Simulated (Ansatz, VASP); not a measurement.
LiBe: VASP beside Ansatz

The input POSCAR:

```
LiBe
1.0
    2.8080400000      0.0215900000      0.0069600000
    0.0215900000      2.8012900000      0.0089800000
    0.0069600000      0.0089800000      2.8032700000
Li Be
1 1
Direct
    0.0248500000      0.0329100000      0.0354800000
    0.4846100000      0.4953800000      0.5326000000
```

File INCAR.step1:

```
ALGO     = Normal         # electronic algorithm
EDIFF    = 1E-4           # SCF threshold, eV
ENCUT    = 520            # plane-wave cutoff, eV
GGA      = PE             # functional
ISMEAR   = -1             # smearing method
LASPH    = T              # aspherical terms in the spheres
LCHARG   = F              # write CHGCAR
LREAL    = F              # projectors in reciprocal space
LWAVE    = T              # write WAVECAR
NBANDS   = 10             # bands
NELM     = 60             # most SCF steps
PREC     = Accurate       # precision mode
SIGMA    = 0.1            # smearing width, eV
```

The input INCAR.step2:

```
ALGO     = Normal         # electronic algorithm
EDIFF    = 1E-6           # SCF threshold, eV
ENCUT    = 520            # plane-wave cutoff, eV
ISIF     = 2              # what is computed and relaxed
ISMEAR   = -1             # smearing method
ISTART   = 1            
LASPH    = T              # aspherical terms in the spheres
LCHARG   = F              # write CHGCAR
LMIXTAU  = T            
LREAL    = F              # projectors in reciprocal space
LWAVE    = F              # write WAVECAR
METAGGA  = R2SCAN         # meta-GGA
NBANDS   = 10             # bands
NELM     = 60             # most SCF steps
PREC     = Accurate       # precision mode
SIGMA    = 0.1            # smearing width, eV
```

The input KPOINTS:

```
k-points
0
Gamma
  7 7 7
```

Input for Ansatz:

```yaml
crystal:
  lattice:
    - [2.80804, 0.02159, 0.00696]
    - [0.02159, 2.80129, 0.00898]
    - [0.00696, 0.00898, 2.80327]
  atoms:
    - { symbol: Li, position: [0.02485, 0.03291, 0.03548] }
    - { symbol: Be, position: [0.48461, 0.49538, 0.5326] }
basis:
  ecutwfc: 650.0
  xc_grid: 2
kpoints:
  mp_grid:
    grid: [7, 7, 7]
hamiltonian:
  xc: r2scan
scf:
  convergence:
    dr2_threshold: 1.0e-09
  occupations:
    method: fermi_dirac
    width: 0.1
output:
  forces: true
  stress: true
```

Alike in both runs: task single point; functional r2SCAN; k mesh 7 × 7 × 7; occupations fermi-dirac, width 0.1 eV; no spin polarisation.

```csv
,VASP,Ansatz
version,VASP 6.6.1,Ansatz 0.2.0
potentials or method,"VASP PAW PBE potentials, release 64 (Li_sv, Be), cutoff 520 eV","plane waves, PAW"
valence electrons in the cell,5,5
```

Ansatz gave:

```
rms of the force components (eV/Å) : 0.413
```

Q: What did VASP give for the same quantities?

A: rms of the force components (eV/Å): 0.428.

VASP's potentials were made for PBE, not for r2SCAN. Atom by atom the forces differ by 0.016 eV/Å (rms over components). With one functional, cell and mesh, what is left measures potentials, basis and numerics. Ansatz's warnings: stress scf threshold loose.

Noted on VASP's run: the cutoff is under 1.25 times that of the potentials, so the pressure is a little rough.
